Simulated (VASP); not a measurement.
# W in VASP: single point with LDA

Aim: the single point of W with LDA.

Everything below comes from runs of VASP 6.6.1. Logs are shortened: lines on timing, memory, paths and dates and some standing lists are left out, and cuts for length are marked.

### Step 1. The cell of the first run

The cell holds a slab with vacuum, 6 atoms: a = 2.871 Å, b = 2.871 Å, c = 27.150 Å, α = 90.00°, β = 90.00°, γ = 90.00°.

### Step 2. Single point, LDA

Contents of INCAR:

```
PREC = Accurate
ENCUT = 520
EDIFF = 1E-6
ISMEAR = 0
SIGMA = 0.1
LREAL = F
LASPH = T
NELM = 60
ALGO = Normal
ISIF = 2
LWAVE = F
LCHARG = F
LDIPOL = T
IDIPOL = 3
DIPOL = 0.5 0.5 0.489
NBANDS = 51
```

Contents of KPOINTS:

```
regular mesh
0
Gamma
  9 9 1
```

Contents of POSCAR:

```
W
1.0
    2.8708535300      0.0000000000      0.0000000000
    0.0000000000      2.8708535300      0.0000000000
    0.0000000000      0.0000000000     27.1499998970
W
6
Direct
    0.5000000000      0.5000000000      0.3130755076
    0.0000000000      0.0000000000      0.3878452984
    0.5000000000      0.5000000000      0.4626150995
    0.0000000000      0.0000000000      0.5261253273
    0.5000000000      0.5000000000      0.5919806261
    0.0000000000      0.0000000000      0.6548834119
```

Potentials or basis: VASP PAW LDA potentials, release 64 (W_sv).

Command:

```sh
cat potpaw_LDA.64/W_sv/POTCAR > POTCAR
mpirun -np 1 vasp_std > vasp.out
```

OUTCAR:

```text
PREC = Accurate
   ENCUT = 520
   EDIFF = 1E-6
   ISMEAR = 0
   LREAL = F
   LASPH = T
   NELM = 60
   ISIF = 2

 ion  position               nearest neighbor table
   1  0.500  0.500  0.313-   2 2.87   2 2.87   2 2.87   2 2.87
   2  0.000  0.000  0.388-   1 2.87   1 2.87   1 2.87   1 2.87   3 2.87   3 2.87   3 2.87   3 2.87

   3  0.500  0.500  0.463-   4 2.66   4 2.66   4 2.66   4 2.66   2 2.87   2 2.87   2 2.87   2 2.87

   4  0.000  0.000  0.526-   3 2.66   3 2.66   3 2.66   3 2.66   5 2.71   5 2.71   5 2.71   5 2.71

   5  0.500  0.500  0.592-   6 2.65   6 2.65   6 2.65   6 2.65   4 2.71   4 2.71   4 2.71   4 2.71

   6  0.000  0.000  0.655-   5 2.65   5 2.65   5 2.65   5 2.65

  LATTYP: Found a simple tetragonal cell.
 ALAT       =     2.8708535300
 C/A-ratio  =     9.4571177572

  Lattice vectors:

 A1 = (   2.8708535300,   0.0000000000,   0.0000000000)
 A2 = (   0.0000000000,   2.8708535300,   0.0000000000)
 A3 = (   0.0000000000,   0.0000000000,  27.1499998970)

Analysis of symmetry for initial positions (statically):
=====================================================================
 Subroutine PRICEL returns:
 Original cell was already a primitive cell.

 Routine SETGRP: Setting up the symmetry group for a
 simple tetragonal supercell.

 Subroutine GETGRP returns: Found  8 space group operations
 (whereof  8 operations were pure point group operations)
 out of a pool of 16 trial point group operations.

The static configuration has the point symmetry C_4v.

Analysis of symmetry for dynamics (positions and initial velocities):
=====================================================================
 Subroutine PRICEL returns:
 Original cell was already a primitive cell.

 Routine SETGRP: Setting up the symmetry group for a
 simple tetragonal supercell.

 Subroutine GETGRP returns: Found  8 space group operations
 (whereof  8 operations were pure point group operations)
 out of a pool of 16 trial point group operations.

The dynamic configuration has the point symmetry C_4v.

 Subroutine INISYM returns: Found  8 space group operations
 (whereof  8 operations are pure point group operations),
 and found     1 'primitive' translations

----------------------------------------------------------------------------------------

                                     Primitive cell

  volume of cell :     223.7649

  direct lattice vectors                    reciprocal lattice vectors
     2.870853530  0.000000000  0.000000000     0.348328464  0.000000000  0.000000000
     0.000000000  2.870853530  0.000000000     0.000000000  0.348328464  0.000000000
     0.000000000  0.000000000 27.149999897     0.000000000  0.000000000  0.036832413

  length of vectors
     2.870853530  2.870853530 27.149999897     0.348328464  0.348328464  0.036832413

  position of ions in fractional coordinates (direct lattice)
     0.500000000  0.500000000  0.313075508
     0.000000000  0.000000000  0.387845298
     0.500000000  0.500000000  0.462615099
     0.000000000  0.000000000  0.526125327
     0.500000000  0.500000000  0.591980626
     0.000000000  0.000000000  0.654883412

  ion indices of the primitive-cell ions
   primitive index   ion index
                 1           1
                 2           2
                 3           3
                 4           4
                 5           5
                 6           6

----------------------------------------------------------------------------------------

 KPOINTS: regular mesh

Automatic generation of k-mesh.
 Grid dimensions read from file:
 generate k-points for:    9    9    1

 Generating k-lattice:

  Cartesian coordinates                     Fractional coordinates (reciprocal lattice)
     0.038703163  0.000000000  0.000000000     0.111111111  0.000000000  0.000000000
     0.000000000  0.038703163  0.000000000     0.000000000  0.111111111  0.000000000
     0.000000000  0.000000000  0.036832413     0.000000000  0.000000000  1.000000000

  Length of vectors
     0.038703163  0.038703163  0.036832413

  Shift w.r.t. Gamma in fractional coordinates (k-lattice)
     0.000000000  0.000000000  0.000000000

 Subroutine IBZKPT returns following result:
 ===========================================

 Found     15 irreducible k-points:

 Following reciprocal coordinates:
            Coordinates               Weight
  0.000000  0.000000  0.000000      1.000000
  0.111111  0.000000  0.000000      4.000000
  0.222222  0.000000  0.000000      4.000000
  0.333333  0.000000  0.000000      4.000000
  0.444444  0.000000  0.000000      4.000000
  0.111111  0.111111  0.000000      4.000000
  0.222222  0.111111  0.000000      8.000000
  0.333333  0.111111  0.000000      8.000000
  0.444444  0.111111  0.000000      8.000000
  0.222222  0.222222  0.000000      4.000000
  0.333333  0.222222  0.000000      8.000000
  0.444444  0.222222  0.000000      8.000000
  0.333333  0.333333  0.000000      4.000000
  0.444444  0.333333  0.000000      8.000000
  0.444444  0.444444  0.000000      4.000000
   k-points           NKPTS =     15   k-points in BZ     NKDIM =     15   number of bands    NBANDS=     51
   number of dos      NEDOS =    301   number of ions     NIONS =      6
   total plane-waves  NPLWV = 120960
   dimension x,y,z NGX =    24 NGY =   24 NGZ =  210
   dimension x,y,z NGXF=    48 NGYF=   48 NGZF=  420
   ions per type =               6
   NGX,Y,Z   is equivalent  to a cutoff of  13.90, 13.90, 12.86 a.u.
   NGXF,Y,Z  is equivalent  to a cutoff of  27.80, 27.80, 25.72 a.u.
 SYSTEM =  unknown system
   PREC   = accura    normal or accurate (medium, high low for compatibility)
   ISTART =      0    job   : 0-new  1-cont  2-samecut
   ICHARG =      2    charge: 1-file 2-atom 10-const
   ISPIN  =      1    spin polarized calculation?
   LNONCOLLINEAR =      F non collinear calculations
   LSORBIT =      F    spin-orbit coupling
   LASPH  =      T    aspherical Exc in radial PAW
   ENCUT  =  520.0 eV  38.22 Ry    6.18 a.u.   5.34  5.34 50.48*2*pi/ulx,y,z
   NELM   =     60;   NELMIN=  2; NELMDL= -5     # of ELM steps
   EDIFF  = 0.1E-05   stopping-criterion for ELM
   LREAL  =      F    real-space projection
   EDIFFG = 0.1E-04   stopping-criterion for IOM
   NSW    =      0    number of steps for IOM
   IBRION =     -1    ionic relax: 0-MD 1-quasi-New 2-CG
   NFREE  =      0    steps in history (QN), initial steepest desc. (CG)
   ISIF   =      2    stress and relaxation
   ISYM   =      2    0-nonsym 1-usesym 2-fastsym
   POTIM  = 0.5000    time-step for ionic-motion
   TEBEG  =    0.0;   TEEND  =   0.0 temperature during run
   PSTRESS=    0.0 pullay stress
   NELECT =      84.0000    total number of electrons
   NUPDOWN=      -1.0000    fix difference up-down
   EMIN   =  10.00;   EMAX   =-10.00  energy-range for DOS
   EFERMI =   0.00;   METHOD = LEGACY
   ISMEAR =     0;   SIGMA  =   0.10  broadening in eV -4-tet -1-fermi 0-gaus
   EFERMI_NEDOS =   21; number of points for ismear=-14 and -15
   IALGO  =     38    algorithm
   IMIX   =      4    mixing-type and parameters
     AMIX     =   0.40;   BMIX     =  1.00
     AMIX_MAG =   1.60;   BMIX_MAG =  1.00
  volume/ion in A,a.u.               =      37.29       251.67
  Fermi-wavevector in a.u.,A,eV,Ry     =   1.180966  2.231702 18.975774  1.394680
  Thomas-Fermi vector in A             =   2.317248
   LORBIT       =      0    0 simple, 1 ext, 2 COOP (PROOUT), +10 PAW based schemes
   GGA     = CA    functional components
   LHFCALC =     F    Hartree Fock is set to
   AEXX    =    0.0000 exact exchange contribution
   IVDW    =     0    specifies the selected vdW correction
   LEPSILON=     F    determine dielectric tensor
   LRPA    =     F    only Hartree local field effects (RPA)
 non-spin polarized calculation
 Gauss-broadening in eV      SIGMA  =   0.10
  energy-cutoff  :      520.00
  volume of cell :      223.76
 maximum number of plane-waves:      6091
 NGX is ok and might be reduce to    24
   NGX = 11   NGY = 11   NGZ =101

 dipolmoment           0.000000      0.000000      0.578407 electrons x Angstroem

 number of electron      83.9999989 magnetization

 dipolmoment           0.000000      0.000000     -0.008497 electrons x Angstroem

 Free energy of the ion-electron system (eV)
  ---------------------------------------------------
  ext. energy  EPLUGINS =         0.00000000
  ---------------------------------------------------
  free energy    TOTEN  =       -77.86168403 eV

  energy without entropy =      -77.83999215  energy(sigma->0) =      -77.85083809

 E-fermi :   2.0252     XC(G=0):  -6.6672

 val. band max:        1.9577535007   @ k =   0.2222   0.0000   0.0000
 cond. band min:       2.0297955590   @ k =   0.3333   0.1111   0.0000
 fundamental gap:      0.0720420583
 Fermi energy:         2.0252484043

 k-point     1 :       0.0000    0.0000    0.0000
  band No.  band energies     occupation
      1     -71.5391      2.00000
      2     -71.3735      2.00000
      3     -71.2879      2.00000
      4     -71.1918      2.00000
      5     -71.0396      2.00000
      6     -70.9612      2.00000
[... 43 lines left out ...]
     50       4.3139      0.00000
     51       4.7696      0.00000

 k-point     2 :       0.1111    0.0000    0.0000
  band No.  band energies     occupation
      1     -71.5345      2.00000
      2     -71.3698      2.00000
      3     -71.2792      2.00000
      4     -71.1831      2.00000
      5     -71.0379      2.00000
      6     -70.9646      2.00000
[... 43 lines left out ...]
     50       4.2327      0.00000
     51       4.4480      0.00000

 k-point     3 :       0.2222    0.0000    0.0000
  band No.  band energies     occupation
      1     -71.5228      2.00000
      2     -71.3606      2.00000
      3     -71.2567      2.00000
      4     -71.1587      2.00000
      5     -71.0339      2.00000
      6     -70.9757      2.00000
[... 43 lines left out ...]
     50       3.4279      0.00000
     51       4.5961      0.00000
[... 541 lines left out ...]
 k-point    14 :       0.4444    0.3333    0.0000
  band No.  band energies     occupation
      1     -71.4764      2.00000
      2     -71.3188      2.00000
      3     -71.1872      2.00000
      4     -71.0558      2.00000
      5     -71.0081      2.00000
      6     -70.9947      2.00000
[... 43 lines left out ...]
     50       5.6279      0.00000
     51       6.5188      0.00000

 k-point    15 :       0.4444    0.4444    0.0000
  band No.  band energies     occupation
      1     -71.4692      2.00000
      2     -71.3115      2.00000
      3     -71.1795      2.00000
      4     -71.0464      2.00000
      5     -71.0017      2.00000
      6     -70.9879      2.00000
[... 43 lines left out ...]
     50       6.5593      0.00000
     51       7.0553      0.00000

------------------------ aborting loop because EDIFF is reached ----------------------------------------

 vacuum level on the upper side and lower side of the slab       (xc-potential included)        -0.287        -0.093

  FORCE on cell =-STRESS in cart. coord.  units (eV):
  Direction    XX          YY          ZZ          XY          YZ          ZX
  --------------------------------------------------------------------------------------
  -------------------------------------------------------------------------------------
  Total        0.5134694      0.5134694     -3.7185338      0.0000000      0.0000000      0.0000000
  in kB        3.6764889      3.6764889    -26.6250486      0.0000000      0.0000000      0.0000000
  external PRESSURE =      -6.4240236 kB  Pullay stress =       0.0000000 kB

 VOLUME and BASIS-vectors are now :
 -----------------------------------------------------------------------------
  energy-cutoff  :      520.00
  volume of cell :      223.76
      direct lattice vectors                 reciprocal lattice vectors
     2.870853530  0.000000000  0.000000000     0.348328464  0.000000000  0.000000000
     0.000000000  2.870853530  0.000000000     0.000000000  0.348328464  0.000000000
     0.000000000  0.000000000 27.149999897     0.000000000  0.000000000  0.036832413

 POSITION                                       TOTAL-FORCE (eV/Angst)
 -----------------------------------------------------------------------------------
      1.43543      1.43543      8.50000        -0.000000     -0.000000      0.975285
      0.00000      0.00000     10.53000        -0.000000     -0.000000      0.152357
      1.43543      1.43543     12.56000        -0.000000      0.000000     -1.237640
      0.00000      0.00000     14.28430        -0.000000     -0.000000     -0.014154
      1.43543      1.43543     16.07227         0.000000     -0.000000      0.002947
      0.00000      0.00000     17.78008        -0.000000     -0.000000      0.121205
 -----------------------------------------------------------------------------------
    total drift:                                0.000000     -0.000000      0.000214

  FREE ENERGIE OF THE ION-ELECTRON SYSTEM (eV)
  ---------------------------------------------------
  free  energy   TOTEN  =       -77.8616840274 eV

  energy  without entropy=      -77.8399921475  energy(sigma->0) =      -77.85083809

 vacuum level on the upper side and lower side of the slab         6.532         6.717
```

Run time: 16 min. Hardware: 1 thread of AMD EPYC 7R13, shared host; peak memory 0.3 GiB.

Results:

```yaml
Free_energy: -77.8617 eV
Largest_force: 1.238 eV/Å
Band_gap_on_the_k_mesh: zero (band 42 reaches 3.96 eV, above the bottom of band 43 at 1.65 eV)
```

Forces on the atoms (eV/Å):
```
W    0.000  0.000  0.975
W    0.000  0.000  0.152
W    0.000  0.000 -1.238
W    0.000  0.000 -0.014
W    0.000  0.000  0.003
W    0.000  0.000  0.121
```

Caveat: spin-orbit coupling is left out, which moves the levels of the heavy elements.
